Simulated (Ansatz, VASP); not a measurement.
# Au: VASP beside Ansatz

The input INCAR:

```
  PREC = Accurate
  ENCUT = 600
  EDIFF = 1E-6
  ISMEAR = 0
  SIGMA = 0.1
  LREAL = False
  LASPH = True
  NELM = 100
  ALGO = Fast
  ISIF = 3
  LWAVE = False
  LCHARG = False
  IBRION = 2
  NSW = 80
  EDIFFG = -0.003
```

The input KPOINTS:

```
Automatic mesh
0
Gamma
  34 34 34
```

The input POSCAR:

```
Au
1.0
    0.0000000000      2.0400000000      2.0400000000
    2.0400000000      0.0000000000      2.0400000000
    2.0400000000      2.0400000000      0.0000000000
Au
1
Direct
    0.0000000000      0.0000000000      0.0000000000
```

Input for Ansatz:

```yaml
crystal:
  lattice:
    - [0.0, 2.04, 2.04]
    - [2.04, 0.0, 2.04]
    - [2.04, 2.04, 0.0]
  atoms:
    - { symbol: Au, position: [0.0, 0.0, 0.0] }
scf:
  occupations: { method: gaussian, width: 0.1 }
output:
  forces: true
  stress: true
  eigenvalues: true
  write_density: true
  write_potential: true
  elf: true
  volumetric_format: npy
kpoints:
  mp_grid: { grid: [34, 34, 34] }
hamiltonian:
  xc: lda
relax:
  f_tol: 0.003
  max_steps: 60
  cell: { stress_tol: 0.02 }
```

Alike in both runs: task relaxation of cell and atoms; functional LDA; k mesh 34 × 34 × 34; occupations gaussian, width 0.1 eV; no spin polarisation.

|  | VASP | Ansatz |
| --- | --- | --- |
| version | VASP 6.6.1 | Ansatz 0.2.0 |
| potentials or method | VASP PAW LDA potentials, release 64 (Au) | scalar-relativistic, plane waves, PAW |
| plane-wave cutoff (eV) | 600 | 420 |
| valence electrons in the cell | 11 | 19 |

|  | VASP | Ansatz | Ansatz less VASP |
| --- | --- | --- | --- |
| gap on the k mesh at the Fermi level, each at its own relaxed structure (eV) | none | none | - |
| relaxed volume (Å³/atom) | 16.63 | 16.57 | -0.052 |
| relaxed cell length with the largest relative difference (Å) | 2.865 | 2.862 | -0.0030 |

LDA's correlation is that of Perdew and Zunger in VASP and of Perdew and Wang (1992) in Ansatz. A gap of «none» marks a metal or a gap that the smearing closes. VASP's potentials hold 11 valence electrons a cell and Ansatz's 19, so a difference there can come from the potentials and not from the codes.

Spin-orbit coupling is off throughout.
